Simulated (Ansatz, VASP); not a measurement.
# One calculation of AlGa3N4, two programs

The input INCAR:

```
PREC = Accurate ; ENCUT = 520
EDIFF = 1E-6 ; ISMEAR = 0
SIGMA = 0.05 ; LREAL = F
LASPH = T ; NELM = 80
ALGO = Normal ; ISIF = 2
LWAVE = F ; LCHARG = F
GGA = PS ; NBANDS = 41
```

File KPOINTS:

```
Automatic mesh
0
Gamma
  6 8 6
```

File POSCAR:

```
AlGa3N4
1.0
    5.1423511994      0.0000000000      0.0001233252
    0.0000000000      3.1649848006      0.0000000000
   -0.0035856898      0.0000000000      5.5606715498
Al Ga N
1 3 4
Direct
    0.0006034227      0.5000000000      0.6673576245
    0.4991167030      0.5000000000      0.3349195796
    0.4990273845      0.0000000000      0.8315570005
    0.9998617813      0.0000000000      0.1661805284
    0.1196687538      0.5000000000      0.3400974154
    0.1176459792      0.0000000000      0.8263760592
    0.6204436392      0.0000000000      0.1662162869
    0.6312323464      0.5000000000      0.6672965055
```

Input for Ansatz:

```yaml
crystal:
  lattice:
    - [5.1423511994, 0.0, 0.0001233252]
    - [0.0, 3.1649848006, 0.0]
    - [-0.0035856898, 0.0, 5.5606715498]
  atoms:
    - { symbol: Al, position: [0.0006034227, 0.5, 0.6673576245] }
    - { symbol: Ga, position: [0.499116703, 0.5, 0.3349195796] }
    - { symbol: Ga, position: [0.4990273845, 0.0, 0.8315570005] }
    - { symbol: Ga, position: [0.9998617813, 0.0, 0.1661805284] }
    - { symbol: "N", position: [0.1196687538, 0.5, 0.3400974154] }
    - { symbol: "N", position: [0.1176459792, 0.0, 0.8263760592] }
    - { symbol: "N", position: [0.6204436392, 0.0, 0.1662162869] }
    - { symbol: "N", position: [0.6312323464, 0.5, 0.6672965055] }
basis:
  ecutwfc: 420
kpoints:
  mp_grid: { grid: [6, 8, 6] }
hamiltonian:
  xc: pbesol
scf:
  occupations: { method: gaussian, width: 0.05 }
output:
  forces: true
  stress: true
  eigenvalues: true
```

Change from the starting cell: strain +0.000 along x and y, +0.015 along z, atoms carried along.

Alike in both runs: task single point; functional PBEsol; k mesh 6 × 8 × 6; occupations gaussian, width 0.05 eV; no spin polarisation.

|  | VASP | Ansatz |
| --- | --- | --- |
| version | VASP 6.6.1 | Ansatz 0.2.0 |
| potentials or method | VASP PAW PBE potentials, release 64 (Al, Ga_d, N), cutoff 520 eV | scalar-relativistic, plane waves, PAW |
| valence electrons in the cell | 62 | 62 |

VASP gave:

| Property | Result |
| --- | --- |
| gap on the k mesh at the Fermi level (eV) | 2.25 |
| least direct gap on the mesh (eV) | 2.25 |
| pressure (GPa) | -2.9 |
| traceless stress, the component that is largest in VASP (GPa) | -3.18 |
| rms of the force components (eV/Å) | 0.079 |

Task: What did Ansatz give for the same quantities?

Result: gap on the k mesh at the Fermi level (eV): 2.24; least direct gap on the mesh (eV): 2.24; pressure (GPa): -2.7; traceless stress, the component that is largest in VASP (GPa): -3.17; rms of the force components (eV/Å): 0.080.

VASP's potentials were made for PBE, not for PBEsol. Atom by atom the forces differ by 0.003 eV/Å (rms over components). With one functional, cell and mesh, what is left measures potentials, basis and numerics.
